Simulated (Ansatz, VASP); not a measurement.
**Two plane-wave programs on KF**

Contents of POSCAR:

```
KF
1.0
    0.0000000000      2.8071750000      2.6735000000
    2.8071750000      0.0000000000      2.6735000000
    2.8071750000      2.8071750000      0.0000000000
K F
1 1
Direct
    0.0000000000      0.0000000000      0.0000000000
    0.5000000000      0.5000000000      0.5000000000
```

File INCAR.step1:

```
PREC = Accurate ; ENCUT = 520
ISMEAR = 0 ; SIGMA = 0.05
LREAL = False ; LASPH = True
NELM = 60 ; NBANDS = 15
GGA = PE ; ALGO = Normal
EDIFF = 1E-4 ; LWAVE = True
LCHARG = False
```

Contents of INCAR.step2:

```
PREC = Accurate ; ENCUT = 520
EDIFF = 1E-7 ; ISMEAR = 0
SIGMA = 0.05 ; LREAL = False
LASPH = True ; NELM = 60
ALGO = Normal ; ISIF = 2
LWAVE = False ; LCHARG = True
METAGGA = R2SCAN ; LMIXTAU = True
LELF = True ; LVHAR = True
NBANDS = 15 ; ISTART = 1
```

File KPOINTS:

```
Automatic mesh
0
Gamma
  8 8 8
```

Input for Ansatz:

```yaml
crystal:
  lattice:
    - [0.0, 2.807175, 2.6735]
    - [2.807175, 0.0, 2.6735]
    - [2.807175, 2.807175, 0.0]
  atoms:
    - { symbol: K, position: [0.0, 0.0, 0.0] }
    - { symbol: F, position: [0.5, 0.5, 0.5] }
basis:
  ecutwfc: 500
kpoints:
  mp_grid: { grid: [8, 8, 8] }
hamiltonian:
  xc: r2scan
scf:
  occupations: { method: gaussian, width: 0.05 }
output:
  forces: true
  stress: true
  eigenvalues: true
```

Change from the starting cell: strain +0.050 along x and y, +0.000 along z, atoms carried along.

Alike in both runs: task single point; functional r2SCAN; k mesh 8 × 8 × 8; occupations gaussian, width 0.05 eV; no spin polarisation.

|  | VASP | Ansatz |
| --- | --- | --- |
| version | VASP 6.6.1 | Ansatz 0.2.0 |
| potentials or method | VASP PAW PBE potentials, release 64 (K_sv, F), cutoff 520 eV | scalar-relativistic, plane waves, PAW |
| valence electrons in the cell | 16 | 16 |

|  | VASP | Ansatz | Ansatz less VASP |
| --- | --- | --- | --- |
| gap on the k mesh at the Fermi level (eV) | 6.28 | 6.29 | +0.001 |
| least direct gap on the mesh (eV) | 6.28 | 6.29 | +0.001 |
| pressure (GPa) | -2.9 | -2.9 | +0.07 |
| traceless stress, the component that is largest in VASP (GPa) | 1.16 | 1.13 | -0.039 |

VASP's potentials were made for PBE, not for r2SCAN. With one functional, cell and mesh, what is left measures potentials, basis and numerics.
